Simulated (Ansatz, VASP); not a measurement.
**TePb in VASP and in Ansatz**

```
CELL_PARAMETERS angstrom
0.00000 3.27090 3.27090
3.27090 0.00000 3.27090
3.27090 3.27090 0.00000
ATOMIC_POSITIONS crystal
Te 0.00000 0.00000 0.00000
Pb 0.50000 0.50000 0.50000
```

Alike in both runs: task single point; functional PBE; k mesh 4 × 4 × 4; no spin polarisation.

|  | VASP | Ansatz |
| --- | --- | --- |
| version | VASP 6.6.1 | Ansatz 0.2.0 |
| potentials or method | VASP PAW PBE potentials, release 64 (Te, Pb_d), cutoff 500 eV | scalar-relativistic, plane waves, PAW |
| occupations | gaussian, width 0.01 eV | fixed |
| valence electrons in the cell | 20 | 30 |

|  | VASP | Ansatz | Ansatz less VASP |
| --- | --- | --- | --- |
| gap on the k mesh at the Fermi level (eV) | 0.81 | 0.80 | -0.004 |
| least direct gap on the mesh (eV) | 0.81 | 0.80 | -0.004 |
| pressure (GPa) | 0.4 | 0.5 | +0.05 |

VASP's potentials hold 20 valence electrons a cell and Ansatz's 30, so a difference there can come from the potentials and not from the codes.

Neither program's run includes spin-orbit coupling.
